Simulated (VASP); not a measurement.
Runs of VASP 6.6.1 on Ru. The structure is that of space group R-3m (No. 166), or close to it. The cells are those of the table. 

| cell | gap on the mesh (eV) | pressure (GPa) |
| --- | --- | --- |
| a = 2.657 Å, angles 55.3°, 1 atom | none | (a) |
| a = 2.502 Å, angles 65.0°, 1 atom | none | 54.8 |
| a = 2.603 Å, angles 64.8°, 1 atom | none | 5.6 |
| a = 2.825 Å, angles 55.6°, 1 atom | none | (b) |
| a = 2.536 Å, angles 64.9°, 1 atom | none | (c) |
| a = 2.570 Å, angles 64.8°, 1 atom | none | 19.1 |
| a = 2.671 Å, angles 64.6°, 1 atom | none | -14.8 |
| a = 2.738 Å, angles 64.5°, 1 atom | none | -28.1 |

Alike in all rows: task single point; level PBE; potentials or basis VASP PAW PBE potentials, release 64 (Ru_pv); no spin polarisation; k mesh 20 × 20 × 20; cutoff (eV) 520; smearing gaussian 0.15 eV.

Q: Fill in the values left out.

A: (a) 78.1; (b) -5.5; (c) 35.4.

A k mesh can miss the band edges, and the runs leave out spin-orbit coupling on Ru.

A gap of «none» marks levels without a gap at the run's occupations.
